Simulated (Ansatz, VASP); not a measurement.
# LiGaO: VASP beside Ansatz

Contents of INCAR:

```
  PREC = Accurate
  ENCUT = 600
  EDIFF = 1E-7
  ISMEAR = 0
  SIGMA = 0.1
  LREAL = F
  LASPH = T
  NELM = 60
  ALGO = Normal
  ISIF = 3
  LWAVE = F
  LCHARG = F
  GGA = PE
  IBRION = 2
  NSW = 90
  EDIFFG = -0.04
```

KPOINTS

```
Automatic mesh
0
Gamma
  6 6 6
```

POSCAR

```
LiGaO
1.0
    3.5761120000      0.0000000000      0.0000000000
    0.0000000000      3.5761120000      0.0000000000
    0.0000000000      0.0000000000      3.1724190000
Li Ga O
1 1 1
Direct
    0.0000000000      0.0000000000      0.5000000000
    0.5000000000      0.5000000000      0.5000000000
    0.0000000000      0.0000000000      0.0000000000
```

Input for Ansatz:

```yaml
crystal:
  lattice:
    - [3.576112, 0.0, 0.0]
    - [0.0, 3.576112, 0.0]
    - [0.0, 0.0, 3.172419]
  atoms:
    - { symbol: Li, position: [0.0, 0.0, 0.5] }
    - { symbol: Ga, position: [0.5, 0.5, 0.5] }
    - { symbol: O, position: [0.0, 0.0, 0.0] }
basis:
  ecutwfc: 420
kpoints:
  mp_grid: { grid: [6, 6, 6] }
hamiltonian:
  xc: pbe
scf:
  occupations: { method: gaussian, width: 0.1 }
  lower_state_search: "off"
output:
  forces: true
  stress: true
  eigenvalues: true
relax:
  adjacent_minimum: "off"
  f_tol: 0.04
  max_steps: 70
  cell: { stress_tol: 0.4 }
```

Alike in both runs: task relaxation of cell and atoms; functional PBE; k mesh 6 × 6 × 6; occupations gaussian, width 0.1 eV; no spin polarisation.

|  | VASP | Ansatz |
| --- | --- | --- |
| version | VASP 6.6.1 | Ansatz 0.2.0 |
| potentials or method | VASP PAW PBE potentials, release 64 (Li_sv, Ga_d, O), cutoff 600 eV | scalar-relativistic, plane waves, PAW |
| valence electrons in the cell | 22 | 22 |

```csv
,VASP,Ansatz,Ansatz less VASP
"gap on the k mesh at the Fermi level, each at its own relaxed structure (eV)",0.26,0.27,+0.007
relaxed volume (Å³/atom),16.11,16.09,-0.018
relaxed length of the cell vector where the two differ most in proportion (Å),3.379,3.372,-0.0070
```

Noted on VASP's run: the cutoff is under 1.25 times that of the potentials, so the pressure is a little rough; the volume moved by over 15 % at a fixed basis, so the end points are rough.
